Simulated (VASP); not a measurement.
A run of VASP 6.6.1 is set up as follows.

The input INCAR:

```
ALGO     = Normal         # electronic algorithm
EDIFF    = 1E-7           # SCF threshold, eV
ENCUT    = 520            # plane-wave cutoff, eV
GGA      = RE             # functional
ISIF     = 2              # what is computed and relaxed
ISMEAR   = -1             # smearing method
LASPH    = True           # aspherical terms in the spheres
LCHARG   = False          # write CHGCAR
LREAL    = False          # projectors in reciprocal space
LWAVE    = False          # write WAVECAR
NBANDS   = 16             # bands
NELM     = 80             # most SCF steps
PREC     = Accurate       # precision mode
SIGMA    = 0.05           # smearing width, eV
```

KPOINTS

```
k-points
0
Gamma
  8 8 8
```

File POSCAR:

```
GaAs
1.0
    0.0000000000      2.8268500000      2.8268500000
    2.8268500000      0.0000000000      2.8268500000
    2.8268500000      2.8268500000      0.0000000000
As Ga
1 1
Direct
    0.7500000000      0.7500000000      0.7500000000
    0.0000000000      0.0000000000      0.0000000000
```

Potentials or basis: VASP PAW PBE potentials, release 64 (As, Ga_d).

Run with:

```console
$ cat potpaw_PBE.64/As/POTCAR potpaw_PBE.64/Ga_d/POTCAR > POTCAR
$ mpirun -np 1 vasp_std > vasp.out
```

Task: Predict the band gap on the k mesh.

Result: 0.61 eV, direct.

Task: Estimate the pressure.

Result: 4.9 GPa.

Caveat: the PAW data sets were made with another functional, which shifts forces and pressure a little. A k mesh can miss the band edges.
